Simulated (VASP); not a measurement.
# MnO2 (P6_3/mmc) in VASP: settings compared

The runs below take MnO2 through single point, with PBEsol, r2SCAN.

Everything below comes from runs of VASP 6.6.1. Logs are shortened: lines on timing, memory, paths and dates and some standing lists are left out, and cuts for length are marked.

## 1. The cell of the first run

The structure is hexagonal, space group P6_3/mmc (No. 194). The conventional cell has a = 2.874 Å, b = 2.874 Å, c = 10.289 Å, α = 90.00°, β = 90.00°, γ = 120.00°. Within 2.5 Å of Mn (site symmetry -3m) lie 6 O at 1.92 Å. O (site symmetry 3m) has 3 Mn at 1.92 Å within 2.5 Å.

## 2. Single point, PBEsol, collinear spin, ferromagnetic start (volume scaled by 1.02)

INCAR reads:

```
SYSTEM = MnO2
  PREC = Accurate
  ENCUT = 520
  EDIFF = 1E-6
  ISMEAR = -1
  SIGMA = 0.05
  LREAL = .FALSE.
  LASPH = .TRUE.
  NELM = 150
  ALGO = Normal
  ISIF = 2
  LWAVE = .FALSE.
  LCHARG = .FALSE.
  ISPIN = 2
  MAGMOM = 4 4 0 0 0 0
  LORBIT = 11
  LMAXMIX = 4
  GGA = PS
  NBANDS = 38
```

KPOINTS reads:

```
regular mesh
0
G
  11 11 3
  0 0 0
```

POSCAR reads:

```
MnO2
1.0
    2.8738629778      0.0000000000      0.0000000000
   -1.4369314888      2.4888383457      0.0000000000
    0.0000000000      0.0000000000     10.2894383606
Mn O
2 4
Direct
    0.0000000000      0.0000000000      0.5000000000
    0.0000000000      0.0000000000      0.0000000000
    0.6666666667      0.3333333333      0.4068564500
    0.6666666667      0.3333333333      0.0931435500
    0.3333333333      0.6666666667      0.5931435500
    0.3333333333      0.6666666667      0.9068564500
```

Potentials or basis: VASP PAW PBE potentials, release 64 (Mn_pv, O).

Command:

```
$ cat potpaw_PBE.64/Mn_pv/POTCAR potpaw_PBE.64/O/POTCAR > POTCAR
$ mpirun -np 1 vasp_std > vasp.out
```

OUTCAR:

```text
SYSTEM = MnO2
   PREC = Accurate
   ENCUT = 520
   EDIFF = 1E-6
   ISMEAR = -1
   LREAL = .FALSE.
   LASPH = .TRUE.
   NELM = 150
   ISIF = 2
   ISPIN = 2
   LORBIT = 11
   GGA = PS

 ion  position               nearest neighbor table
   1  0.000  0.000  0.500-   3 1.92   5 1.92   5 1.92   3 1.92   3 1.92   5 1.92
   2  0.000  0.000  0.000-   4 1.92   6 1.92   6 1.92   4 1.92   4 1.92   6 1.92
   3  0.667  0.333  0.407-   1 1.92   1 1.92   1 1.92
   4  0.667  0.333  0.093-   2 1.92   2 1.92   2 1.92
   5  0.333  0.667  0.593-   1 1.92   1 1.92   1 1.92
   6  0.333  0.667  0.907-   2 1.92   2 1.92   2 1.92

  LATTYP: Found a hexagonal cell.
 ALAT       =     2.8738629778
 C/A-ratio  =     3.5803510606

  Lattice vectors:

 A1 = (   2.8738629778,   0.0000000000,   0.0000000000)
 A2 = (  -1.4369314888,   2.4888383457,   0.0000000000)
 A3 = (   0.0000000000,   0.0000000000,  10.2894383606)

Analysis of symmetry for initial positions (statically):
=====================================================================
 Subroutine PRICEL returns:
 Original cell was already a primitive cell.

 Routine SETGRP: Setting up the symmetry group for a
 hexagonal supercell.

 Subroutine GETGRP returns: Found 24 space group operations
 (whereof 12 operations were pure point group operations)
 out of a pool of 24 trial point group operations.

The static configuration has the point symmetry D_3d.
 The point group associated with its full space group is D_6h.

Analysis of symmetry for dynamics (positions and initial velocities):
=====================================================================
 Subroutine PRICEL returns:
 Original cell was already a primitive cell.

 Routine SETGRP: Setting up the symmetry group for a
 hexagonal supercell.

 Subroutine GETGRP returns: Found 24 space group operations
 (whereof 12 operations were pure point group operations)
 out of a pool of 24 trial point group operations.

The dynamic configuration has the point symmetry D_3d.
 The point group associated with its full space group is D_6h.

Analysis of structural, dynamic, and magnetic symmetry:
=====================================================================
 Subroutine PRICEL returns:
 Original cell was already a primitive cell.

 Routine SETGRP: Setting up the symmetry group for a
 hexagonal supercell.

 Subroutine GETGRP returns: Found 24 space group operations
 (whereof 12 operations were pure point group operations)
 out of a pool of 24 trial point group operations.

The overall configuration has the point symmetry D_3d.
 The point group associated with its full space group is D_6h.

 Subroutine INISYM returns: Found 24 space group operations
 (whereof 12 operations are pure point group operations),
 and found     1 'primitive' translations

----------------------------------------------------------------------------------------

                                     Primitive cell

  volume of cell :      73.5960

  direct lattice vectors                    reciprocal lattice vectors
     2.873862978  0.000000000  0.000000000     0.347963702  0.200896937  0.000000000
    -1.436931489  2.488838346  0.000000000     0.000000000  0.401793874  0.000000000
     0.000000000  0.000000000 10.289438361     0.000000000  0.000000000  0.097187034

  length of vectors
     2.873862978  2.873862978 10.289438361     0.401793874  0.401793874  0.097187034

  position of ions in fractional coordinates (direct lattice)
     0.000000000  0.000000000  0.500000000
     0.000000000  0.000000000  0.000000000
     0.666666667  0.333333333  0.406856450
     0.666666667  0.333333333  0.093143550
     0.333333333  0.666666667  0.593143550
     0.333333333  0.666666667  0.906856450

  ion indices of the primitive-cell ions
   primitive index   ion index
                 1           1
                 2           2
                 3           3
                 4           4
                 5           5
                 6           6
[... 29 lines left out ...]
  0.000000  0.000000  0.000000      1.000000
  0.090909  0.000000  0.000000      6.000000
  0.181818  0.000000  0.000000      6.000000
  0.272727  0.000000  0.000000      6.000000
  0.363636  0.000000  0.000000      6.000000
  0.454545  0.000000  0.000000      6.000000
[... 16 lines left out ...]
  0.090909  0.090909  0.333333     12.000000
  0.181818  0.090909  0.333333     24.000000
 [... further k-points ...]
   k-points           NKPTS =     32   k-points in BZ     NKDIM =     32   number of bands    NBANDS=     38
   number of dos      NEDOS =    301   number of ions     NIONS =      6
   total plane-waves  NPLWV =  46080
   dimension x,y,z NGX =    24 NGY =   24 NGZ =   80
   dimension x,y,z NGXF=    48 NGYF=   48 NGZF=  160
   ions per type =               2   4
   NGX,Y,Z   is equivalent  to a cutoff of  13.88, 13.88, 12.93 a.u.
   NGXF,Y,Z  is equivalent  to a cutoff of  27.77, 27.77, 25.85 a.u.
 SYSTEM =  MnO2
   PREC   = accura    normal or accurate (medium, high low for compatibility)
   ISTART =      0    job   : 0-new  1-cont  2-samecut
   ICHARG =      2    charge: 1-file 2-atom 10-const
   ISPIN  =      2    spin polarized calculation?
   LNONCOLLINEAR =      F non collinear calculations
   LSORBIT =      F    spin-orbit coupling
   LASPH  =      T    aspherical Exc in radial PAW
   ENCUT  =  520.0 eV  38.22 Ry    6.18 a.u.   5.34  5.34 19.13*2*pi/ulx,y,z
   NELM   =    150;   NELMIN=  2; NELMDL= -5     # of ELM steps
   EDIFF  = 0.1E-05   stopping-criterion for ELM
   LREAL  =      F    real-space projection
   EDIFFG = 0.1E-04   stopping-criterion for IOM
   NSW    =      0    number of steps for IOM
   IBRION =     -1    ionic relax: 0-MD 1-quasi-New 2-CG
   NFREE  =      0    steps in history (QN), initial steepest desc. (CG)
   ISIF   =      2    stress and relaxation
   ISYM   =      2    0-nonsym 1-usesym 2-fastsym
   POTIM  = 0.5000    time-step for ionic-motion
   TEBEG  =    0.0;   TEEND  =   0.0 temperature during run
   PSTRESS=    0.0 pullay stress
   NELECT =      50.0000    total number of electrons
   NUPDOWN=      -1.0000    fix difference up-down
   EMIN   =  10.00;   EMAX   =-10.00  energy-range for DOS
   EFERMI =   0.00;   METHOD = LEGACY
   ISMEAR =    -1;   SIGMA  =   0.05  broadening in eV -4-tet -1-fermi 0-gaus
   EFERMI_NEDOS =   21; number of points for ismear=-14 and -15
   IALGO  =     38    algorithm
   IMIX   =      4    mixing-type and parameters
     AMIX     =   0.40;   BMIX     =  1.00
     AMIX_MAG =   1.60;   BMIX_MAG =  1.00
  volume/ion in A,a.u.               =      12.27        82.78
  Fermi-wavevector in a.u.,A,eV,Ry     =   1.439174  2.719645 28.180691  2.071222
  Thomas-Fermi vector in A             =   2.558059
   LORBIT       =     11    0 simple, 1 ext, 2 COOP (PROOUT), +10 PAW based schemes
   GGA     = PS    functional components
   LHFCALC =     F    Hartree Fock is set to
   AEXX    =    0.0000 exact exchange contribution
   IVDW    =     0    specifies the selected vdW correction
   LEPSILON=     F    determine dielectric tensor
   LRPA    =     F    only Hartree local field effects (RPA)
 spin polarized calculation
  energy-cutoff  :      520.00
  volume of cell :       73.60
 maximum number of plane-waves:      2018
 NGX is ok and might be reduce to    24
   NGX = 11   NGY = 11   NGZ = 39

 number of electron      49.9999985 magnetization       6.0001952

 Free energy of the ion-electron system (eV)
  ---------------------------------------------------
  ext. energy  EPLUGINS =         0.00000000
  ---------------------------------------------------
  free energy    TOTEN  =       -50.07972262 eV

  energy without entropy =      -50.07970997  energy(sigma->0) =      -50.07971629

 E-fermi :   2.2936     XC(G=0): -10.1045

 val. band max:        1.8597480548   @ k =   0.0909   0.0000   0.0000
 cond. band min:       2.6967600284   @ k =   0.0000   0.0000   0.0000
 fundamental gap:      0.8370119737
 Fermi energy:         2.2936207610

 spin component 1

 k-point     1 :       0.0000    0.0000    0.0000
  band No.  band energies     occupation
      1     -48.2406      1.00000
      2     -48.2406      1.00000
      3     -48.2406      1.00000
      4     -48.2406      1.00000
      5     -48.2297      1.00000
      6     -48.2297      1.00000
[... 949 lines left out ...]
     36      13.7614      0.00000
     37      15.5855      0.00000

 [... further k-points ...]

 spin component 2

 k-point     1 :       0.0000    0.0000    0.0000
  band No.  band energies     occupation
      1     -45.1859      1.00000
      2     -45.1859      1.00000
      3     -45.1859      1.00000
      4     -45.1859      1.00000
      5     -45.0233      1.00000
      6     -45.0232      1.00000
[... 949 lines left out ...]
     36      14.2477      0.00000
     37      16.0963      0.00000

 [... further k-points ...]

 [bands above 37 left out]

------------------------ aborting loop because EDIFF is reached ----------------------------------------

  FORCE on cell =-STRESS in cart. coord.  units (eV):
  Direction    XX          YY          ZZ          XY          YZ          ZX
  --------------------------------------------------------------------------------------
  -------------------------------------------------------------------------------------
  Total       -2.6279600     -2.6279600     -1.3278114     -0.0000000      0.0000000      0.0000000
  in kB      -57.2103905    -57.2103905    -28.9063024     -0.0000000      0.0000000      0.0000000
  external PRESSURE =     -47.7756945 kB  Pullay stress =       0.0000000 kB

 VOLUME and BASIS-vectors are now :
 -----------------------------------------------------------------------------
  energy-cutoff  :      520.00
  volume of cell :       73.60
      direct lattice vectors                 reciprocal lattice vectors
     2.873862978  0.000000000  0.000000000     0.347963702  0.200896937  0.000000000
    -1.436931489  2.488838346  0.000000000     0.000000000  0.401793874  0.000000000
     0.000000000  0.000000000 10.289438361     0.000000000  0.000000000  0.097187034

 POSITION                                       TOTAL-FORCE (eV/Angst)
 -----------------------------------------------------------------------------------
      0.00000      0.00000      5.14472        -0.000000      0.000000      0.000000
      0.00000      0.00000      0.00000        -0.000000      0.000000      0.000000
      1.43693      0.82961      4.18632         0.000000     -0.000000      0.385217
      1.43693      0.82961      0.95839         0.000000      0.000000     -0.385217
     -0.00000      1.65923      6.10311        -0.000000      0.000000     -0.385217
     -0.00000      1.65923      9.33104         0.000000     -0.000000      0.385217
 -----------------------------------------------------------------------------------
    total drift:                               -0.000000      0.000000      0.000000

  FREE ENERGIE OF THE ION-ELECTRON SYSTEM (eV)
  ---------------------------------------------------
  free  energy   TOTEN  =       -50.0797226153 eV

  energy  without entropy=      -50.0797099680  energy(sigma->0) =      -50.07971629

 total charge

# of ion       s       p       d       tot
------------------------------------------
    1        0.353   6.458   4.914  11.724
    2        0.353   6.458   4.914  11.724
    3        1.577   3.385   0.000   4.962
    4        1.577   3.385   0.000   4.962
    5        1.577   3.385   0.000   4.962
    6        1.577   3.385   0.000   4.962
--------------------------------------------------
tot          7.013  26.458   9.827  43.298

 magnetization (x)

# of ion       s       p       d       tot
------------------------------------------
    1        0.030   0.039   2.785   2.855
    2        0.030   0.039   2.785   2.855
    3        0.004   0.029   0.000   0.032
    4        0.004   0.029   0.000   0.032
    5        0.004   0.029   0.000   0.032
    6        0.004   0.029   0.000   0.032
--------------------------------------------------
tot          0.075   0.193   5.571   5.839
```

It took 4.2 min on 1 thread of AMD EPYC 7R13 (Zen 3), shared host; peak memory 0.26 GiB.

What came out:

* Free energy: -50.0797 eV
* Pressure: -4.8 GPa
* Largest force: 0.385 eV/Å
* Band gap on the k mesh: 0.84 eV, indirect (least direct gap 0.89 eV)
* Net moment: 6.00 μB per cell
* Site moments: Mn +2.85; O +0.03 μB
* Valence electrons inside the program's atomic spheres: Mn 11.72; O 4.96

Forces in eV/Å, atoms in the order of the input:
```
Mn   0.000  0.000  0.000
Mn   0.000  0.000  0.000
O    0.000  0.000  0.385
O    0.000  0.000 -0.385
O    0.000  0.000 -0.385
O    0.000  0.000  0.385
```

Caveat: the PAW data sets were made with another functional, which shifts forces and pressure a little; only a ferromagnetic start was run, and an antiferromagnetic order may lie lower in energy.

(Part 1 of 2 ends here.)
